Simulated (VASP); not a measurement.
# SiO2 (kx) (P4_2/mnm) in VASP: vibrations by perturbation theory with LDA

Aim: the vibrations by perturbation theory of SiO2 (kx) with LDA.

All numbers are computed with VASP 6.6.1; they aren't measurements. Logs are shortened: lines on timing, memory, paths and dates and some standing lists are left out, and cuts for length are marked.

**1. The cell of the first run**

Symmetry: P4_2/mnm, No. 136, tetragonal system. Conventional cell: a = 4.186 Å, b = 4.186 Å, c = 2.668 Å, α = 90.00°, β = 90.00°, γ = 90.00°. Within 2.3 Å of Si (site symmetry mmm) lie 6 O at 1.76 to 1.81 Å. O (site symmetry m2m) has 3 Si at 1.76 to 1.81 Å and 1 O at 2.29 Å within 2.3 Å.

**2. Vibrations by perturbation theory, LDA**

INCAR reads:

```
  PREC = Accurate
  ENCUT = 520
  EDIFF = 1E-8
  ISMEAR = 0
  SIGMA = 0.01
  LREAL = False
  LASPH = True
  NELM = 80
  ALGO = Normal
  ISIF = 2
  LWAVE = False
  LCHARG = False
  GGA = CA
  IBRION = 8
  NSW = 1
  LEPSILON = True
```

KPOINTS reads:

```
regular mesh
0
Gamma
  6 6 8
```

POSCAR reads:

```
SiO2
1.0
    4.1865000000      0.0000000000      0.0000000000
    0.0000000000      4.1865000000      0.0000000000
    0.0000000000      0.0000000000      2.6684000000
Si O
2 4
Direct
    0.0000000000      0.0000000000      0.0000000000
    0.5000000000      0.5000000000      0.5000000000
    0.3063460769      0.3063460769      0.0000000000
    0.1936539231      0.8063460769      0.5000000000
    0.6936539231      0.6936539231      0.0000000000
    0.8063460769      0.1936539231      0.5000000000
```

Potentials or basis: VASP PAW LDA potentials, release 64 (Si, O).

Run with:

```sh
$ cat potpaw_LDA.64/Si/POTCAR potpaw_LDA.64/O/POTCAR > POTCAR
$ mpirun -np 1 vasp_std > vasp.out
```

OUTCAR:

```text
PREC = Accurate
   ENCUT = 520
   EDIFF = 1E-8
   ISMEAR = 0
   LREAL = False
   LASPH = True
   NELM = 80
   ISIF = 2
   GGA = CA
   IBRION = 8
   NSW = 1
   LEPSILON = True

 ion  position               nearest neighbor table
   1  0.000  0.000  0.000-   4 1.76   6 1.76   4 1.76   6 1.76   5 1.81   3 1.81
   2  0.500  0.500  0.500-   3 1.76   5 1.76   3 1.76   5 1.76   4 1.81   6 1.81
   3  0.306  0.306  0.000-   2 1.76   2 1.76   1 1.81
   4  0.194  0.806  0.500-   1 1.76   1 1.76   2 1.81
   5  0.694  0.694  0.000-   2 1.76   2 1.76   1 1.81
   6  0.806  0.194  0.500-   1 1.76   1 1.76   2 1.81

  LATTYP: Found a simple tetragonal cell.
 ALAT       =     4.1865000000
 C/A-ratio  =     0.6373820614

  Lattice vectors:

 A1 = (   4.1865000000,   0.0000000000,   0.0000000000)
 A2 = (   0.0000000000,   4.1865000000,   0.0000000000)
 A3 = (   0.0000000000,   0.0000000000,   2.6684000000)

Analysis of symmetry for initial positions (statically):
=====================================================================
 Subroutine PRICEL returns:
 Original cell was already a primitive cell.

 Routine SETGRP: Setting up the symmetry group for a
 simple tetragonal supercell.

 Subroutine GETGRP returns: Found 16 space group operations
 (whereof  8 operations were pure point group operations)
 out of a pool of 16 trial point group operations.

The static configuration has the point symmetry D_2h.
 The point group associated with its full space group is D_4h.

Analysis of symmetry for dynamics (positions and initial velocities):
=====================================================================
 Subroutine PRICEL returns:
 Original cell was already a primitive cell.

 Routine SETGRP: Setting up the symmetry group for a
 simple tetragonal supercell.

 Subroutine GETGRP returns: Found 16 space group operations
 (whereof  8 operations were pure point group operations)
 out of a pool of 16 trial point group operations.

The dynamic configuration has the point symmetry D_2h.
 The point group associated with its full space group is D_4h.

 Subroutine INISYM returns: Found 16 space group operations
 (whereof  8 operations are pure point group operations),
 and found     1 'primitive' translations

----------------------------------------------------------------------------------------

                                     Primitive cell

  volume of cell :      46.7685

  direct lattice vectors                    reciprocal lattice vectors
     4.186500000  0.000000000  0.000000000     0.238863012  0.000000000  0.000000000
     0.000000000  4.186500000  0.000000000     0.000000000  0.238863012  0.000000000
     0.000000000  0.000000000  2.668400000     0.000000000  0.000000000  0.374756408

  length of vectors
     4.186500000  4.186500000  2.668400000     0.238863012  0.238863012  0.374756408

  position of ions in fractional coordinates (direct lattice)
     0.000000000  0.000000000  0.000000000
     0.500000000  0.500000000  0.500000000
     0.306346077  0.306346077  0.000000000
     0.193653923  0.806346077  0.500000000
     0.693653923  0.693653923  0.000000000
     0.806346077  0.193653923  0.500000000

  ion indices of the primitive-cell ions
   primitive index   ion index
                 1           1
                 2           2
                 3           3
                 4           4
                 5           5
                 6           6

----------------------------------------------------------------------------------------

 KPOINTS: regular mesh

[... 755 lines left out ...]

  energy without entropy =       -0.34968366

------------------------ aborting loop because EDIFF is reached ----------------------------------------

 INTERNAL STRAIN TENSOR  FOR ION    3  DIRECTION 3   (eV/Angst):
 -----------------------------------------------------------------------------
     0.00526  0.00278  3.20341
     0.00278  0.00526  3.20341
     2.75440  2.75440  0.00153

 MACROSCOPIC STATIC DIELECTRIC TENSOR (including local field effects in DFT)
 ------------------------------------------------------
           3.376599     0.000000     0.000000
           0.000000     3.376599     0.000000
           0.000000     0.000000     3.544833
 ------------------------------------------------------

 PIEZOELECTRIC TENSOR (including local field effects)  for field in x, y, z        (e  Angst)
          XX          YY          ZZ          XY          YZ          ZX
  --------------------------------------------------------------------------------
  x     0.00000     0.00000     0.00000     0.00000     0.00000     0.00000
  y     0.00000     0.00000     0.00000     0.00000     0.00000     0.00000
  z     0.00000     0.00000     0.00000     0.00000     0.00000     0.00000

 PIEZOELECTRIC TENSOR (including local field effects)  for field in x, y, z        (C/m^2)
          XX          YY          ZZ          XY          YZ          ZX
  --------------------------------------------------------------------------------
  x     0.00000     0.00000     0.00000     0.00000     0.00000     0.00000
  y     0.00000     0.00000     0.00000     0.00000     0.00000     0.00000
  z     0.00000     0.00000     0.00000     0.00000     0.00000     0.00000

 BORN EFFECTIVE CHARGES (including local field effects) (in |e|, cummulative output)
 ---------------------------------------------------------------------------------
 ion    1
    1     3.79052     0.37177     0.00000
    2     0.37177     3.79052     0.00000
    3     0.00000     0.00000     4.03431
 ion    2
    1     3.79052    -0.37177     0.00000
    2    -0.37177     3.79052     0.00000
    3     0.00000     0.00000     4.03431
 ion    3
    1    -1.89526    -0.55792     0.00000
    2    -0.55792    -1.89526     0.00000
    3     0.00000     0.00000    -2.01716
 ion    4
    1    -1.89526     0.55792     0.00000
    2     0.55792    -1.89526     0.00000
    3     0.00000     0.00000    -2.01716
 ion    5
    1    -1.89526    -0.55792     0.00000
    2    -0.55792    -1.89526     0.00000
    3     0.00000     0.00000    -2.01716
 ion    6
    1    -1.89526     0.55792     0.00000
    2     0.55792    -1.89526     0.00000
    3     0.00000     0.00000    -2.01716

 INTERNAL STRAIN TENSOR FOR ION    6 for displacements in x,y,z  (eV/Angst):
          X           Y           Z          XY          YZ          ZX
  --------------------------------------------------------------------------------
  x     9.35134     4.65026     0.69961    -2.32534     0.00000     0.00000
  y    -4.65026    -9.35134    -0.69961     2.31599     0.00000     0.00000
  z     0.00000     0.00000     0.00000     0.00000    -2.75440     3.20341

 SECOND DERIVATIVES (NOT SYMMETRIZED)
 ------------------------------------
               1X          1Y          1Z          2X          2Y          2Z          3X          3Y          3Z          4X          4Y          4Z          5X          5Y          5Z          6X          6Y          6Z
  1X   -31.141673    8.754656    0.000000   14.916492   -0.012429    0.000000    0.381068    0.512277    0.000000    7.731522   -4.883391    0.000000    0.381068    0.512277    0.000000    7.731522   -4.883391    0.000000
  1Y     8.754656  -31.141673    0.000000   -0.012429   14.916492    0.000000    0.512277    0.381068    0.000000   -4.883391    7.731522    0.000000    0.512277    0.381068    0.000000   -4.883391    7.731522    0.000000
  1Z     0.000000    0.000000  -23.559264    0.000000    0.000000   -0.100216    0.000000    0.000000    1.364444    0.000000    0.000000   10.465296    0.000000    0.000000    1.364444    0.000000    0.000000   10.465296
  2X    14.916492    0.012429    0.000000  -31.141673   -8.754656    0.000000    7.731522    4.883391    0.000000    0.381068   -0.512277    0.000000    7.731522    4.883391    0.000000    0.381068   -0.512277    0.000000
  2Y     0.012429   14.916492    0.000000   -8.754656  -31.141673    0.000000    4.883391    7.731522    0.000000   -0.512277    0.381068    0.000000    4.883391    7.731522    0.000000   -0.512277    0.381068    0.000000
  2Z     0.000000    0.000000   -0.100216    0.000000    0.000000  -23.559264    0.000000    0.000000   10.465296    0.000000    0.000000    1.364444    0.000000    0.000000   10.465296    0.000000    0.000000    1.364444
  3X     0.390553    0.503828    0.000000    7.720429    4.889369    0.000000  -21.831155  -10.199245    0.000000    0.107871    0.181096    0.000000    4.635765    4.805452    0.000000    8.976537   -0.180500    0.000000
  3Y     0.503828    0.390553    0.000000    4.889369    7.720429    0.000000  -10.199245  -21.831155    0.000000   -0.180500    8.976537    0.000000    4.805452    4.635765    0.000000    0.181096    0.107871    0.000000
  3Z     0.000000    0.000000    1.352178    0.000000    0.000000   10.458608    0.000000    0.000000  -19.848871    0.000000    0.000000    4.116409    0.000000    0.000000   -0.194732    0.000000    0.000000    4.116409
  4X     7.720429   -4.889369    0.000000    0.390553   -0.503828    0.000000    0.107871   -0.181096    0.000000  -21.831155   10.199245    0.000000    8.976537    0.180500    0.000000    4.635765   -4.805452    0.000000
  4Y    -4.889369    7.720429    0.000000   -0.503828    0.390553    0.000000    0.180500    8.976537    0.000000   10.199245  -21.831155    0.000000   -0.181096    0.107871    0.000000   -4.805452    4.635765    0.000000
  4Z     0.000000    0.000000   10.458608    0.000000    0.000000    1.352178    0.000000    0.000000    4.116409    0.000000    0.000000  -19.848871    0.000000    0.000000    4.116409    0.000000    0.000000   -0.194732
  5X     0.390553    0.503828    0.000000    7.720429    4.889369    0.000000    4.635765    4.805452    0.000000    8.976537   -0.180500    0.000000  -21.831155  -10.199245    0.000000    0.107871    0.181096    0.000000
  5Y     0.503828    0.390553    0.000000    4.889369    7.720429    0.000000    4.805452    4.635765    0.000000    0.181096    0.107871    0.000000  -10.199245  -21.831155    0.000000   -0.180500    8.976537    0.000000
  5Z     0.000000    0.000000    1.352178    0.000000    0.000000   10.458608    0.000000    0.000000   -0.194732    0.000000    0.000000    4.116409    0.000000    0.000000  -19.848871    0.000000    0.000000    4.116409
  6X     7.720429   -4.889369    0.000000    0.390553   -0.503828    0.000000    8.976537    0.180500    0.000000    4.635765   -4.805452    0.000000    0.107871   -0.181096    0.000000  -21.831155   10.199245    0.000000
  6Y    -4.889369    7.720429    0.000000   -0.503828    0.390553    0.000000   -0.181096    0.107871    0.000000   -4.805452    4.635765    0.000000    0.180500    8.976537    0.000000   10.199245  -21.831155    0.000000
  6Z     0.000000    0.000000   10.458608    0.000000    0.000000    1.352178    0.000000    0.000000    4.116409    0.000000    0.000000   -0.194732    0.000000    0.000000    4.116409    0.000000    0.000000  -19.848871

 Eigenvectors and eigenvalues of the dynamical matrix
 ----------------------------------------------------

   1 f  =   27.829330 THz   174.856839 2PiTHz  928.286539 cm-1   115.092810 meV
             X         Y         Z           dx          dy          dz
      0.000000  0.000000  0.000000     0.000000    0.000000    0.000000
      2.093250  2.093250  1.334200    -0.000000   -0.000000    0.000000
      1.282518  1.282518  0.000000     0.353553    0.353553    0.000000
      0.810732  3.375768  1.334200     0.353553   -0.353553    0.000000
      2.903982  2.903982  0.000000    -0.353553   -0.353553   -0.000000
      3.375768  0.810732  1.334200    -0.353553    0.353553   -0.000000
[... 145 lines left out ...]
  18 f/i=    0.007862 THz     0.049399 2PiTHz    0.262251 cm-1     0.032515 meV
             X         Y         Z           dx          dy          dz
      0.000000  0.000000  0.000000     0.000000    0.000000   -0.483230
      2.093250  2.093250  1.334200     0.000000    0.000000   -0.483230
      1.282518  1.282518  0.000000     0.000000    0.000000   -0.365027
      0.810732  3.375768  1.334200     0.000000    0.000000   -0.365027
      2.903982  2.903982  0.000000     0.000000    0.000000   -0.365027
      3.375768  0.810732  1.334200     0.000000    0.000000   -0.365027

--------------------------------------------------------------------------------------------------------

 MACROSCOPIC STATIC DIELECTRIC TENSOR IONIC CONTRIBUTION
 ------------------------------------------------------
           8.086847     0.000000    -0.000000
           0.000000     8.086847    -0.000000
          -0.000000    -0.000000     5.326089
 ------------------------------------------------------

 ELASTIC MODULI CONTR FROM IONIC RELAXATION (kBar)
 Direction    XX          YY          ZZ          XY          YZ          ZX
 --------------------------------------------------------------------------------
 XX        -929.0024     95.7819    -41.6333      0.0000     -0.0000     -0.0000
 YY          95.7819   -929.0024    -41.6333     -0.0000     -0.0000     -0.0000
 ZZ         -41.6333    -41.6333     -4.1606     -0.0000     -0.0000     -0.0000
 XY           0.0000     -0.0000     -0.0000    -29.1108     -0.0000     -0.0000
 YZ          -0.0000     -0.0000     -0.0000     -0.0000    -52.8955      0.0000
 ZX          -0.0000     -0.0000     -0.0000     -0.0000      0.0000    -71.5464
 --------------------------------------------------------------------------------

 PIEZOELECTRIC TENSOR IONIC CONTR  for field in x, y, z        (C/m^2)
          XX          YY          ZZ          XY          YZ          ZX
  --------------------------------------------------------------------------------
  x     0.00000    -0.00000     0.00000     0.00000    -0.00000    -0.00000
  y     0.00000    -0.00000     0.00000    -0.00000    -0.00000    -0.00000
  z     0.00000    -0.00000    -0.00000    -0.00000     0.00000    -0.00000
```

Wall time 5.5 min (1 thread of Intel Xeon 6975P-C (Granite Rapids), shared host); peak memory 0.43 GiB.

What came out:

```
Electronic dielectric tensor (diagonal)                 : 3.38, 3.38, 3.54
Born charges (mean of the diagonal)                     : Si +3.87; O -1.94 e
Highest phonon frequency at Γ, LO-TO splitting left out : 928 cm⁻¹
```

Phonon frequencies in cm⁻¹ (negative: imaginary):
| q point | frequencies |
| --- | --- |
| (0.000, 0.000, 0.000) | 0 0 0 224 382 457 457 561 561 578 578 583 656 740 750 815 815 928 |

Electronic dielectric tensor:
```
3.38 0.00 0.00
0.00 3.38 0.00
0.00 0.00 3.54
```

Born effective charge tensors (e):
atom 1, Si
```
3.79 0.37 0.00
0.37 3.79 0.00
0.00 0.00 4.03
```
atom 2, Si
```
 3.79 -0.37  0.00
-0.37  3.79  0.00
 0.00  0.00  4.03
```
atom 3, O
```
-1.90 -0.56  0.00
-0.56 -1.90  0.00
 0.00  0.00 -2.02
```
atom 4, O
```
-1.90  0.56  0.00
 0.56 -1.90  0.00
 0.00  0.00 -2.02
```
atom 5, O
```
-1.90 -0.56  0.00
-0.56 -1.90  0.00
 0.00  0.00 -2.02
```
atom 6, O
```
-1.90  0.56  0.00
 0.56 -1.90  0.00
 0.00  0.00 -2.02
```

Caveat: the cell wasn't relaxed at this level first, which shifts response properties.
